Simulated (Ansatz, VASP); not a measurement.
## One calculation of W, two programs

```
W
1.0
    -1.59217    1.59217    1.59217
     1.59217   -1.59217    1.59217
     1.59217    1.59217   -1.59217
W
1
Direct
  0.00000 0.00000 0.00000
```

Alike in both runs: task single point; functional PBE; k mesh 14 × 14 × 14; occupations gaussian, width 0.03 eV; no spin polarisation.

|  | VASP | Ansatz |
| --- | --- | --- |
| version | VASP 6.6.1 | Ansatz 0.2.0 |
| potentials or method | VASP PAW PBE potentials, release 64 (W_sv), cutoff 520 eV | plane waves (420 eV) with PAW, scalar-relativistic |
| valence electrons in the cell | 14 | 14 |

```csv
,VASP,Ansatz,Ansatz less VASP
pressure (GPa),0.9,0.4,-0.48
```

Spin-orbit coupling is off throughout.
